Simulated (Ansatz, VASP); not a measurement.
Ru in VASP and in Ansatz

```
CELL_PARAMETERS angstrom
2.67402 0.00000 0.00000
-1.33701 2.31577 0.00000
0.00000 0.00000 4.22626
ATOMIC_POSITIONS crystal
Ru 0.33333 0.66667 0.25000
Ru 0.66667 0.33333 0.75000
```

Alike in both runs: functional LDA; k mesh 18 × 18 × 10; occupations fermi-dirac, width 0.05 eV; no spin polarisation.

Ansatz relaxed the structure, and its values are those at the end. VASP's run is a single point on that final structure, the one shown.

|  | VASP | Ansatz |
| --- | --- | --- |
| version | VASP 6.6.1 | Ansatz 0.2.0 |
| potentials or method | VASP PAW LDA potentials, release 64 (Ru_pv) | PAW with Ansatz's default frozen-core files, scalar-relativistic |
| plane-wave cutoff (eV) | 520 | 420 |
| valence electrons in the cell | 28 | 32 |

VASP gave:

| Property | Result |
| --- | --- |
| pressure (GPa) | 1.0 |

**Question.** Estimate Ansatz's values.

**Answer.** Pressure (GPa): 0.0.

LDA's correlation is that of Perdew and Zunger in VASP and of Perdew and Wang (1992) in Ansatz. VASP's potentials hold 28 valence electrons a cell and Ansatz's 32, so a difference there can come from the potentials and not from the codes.
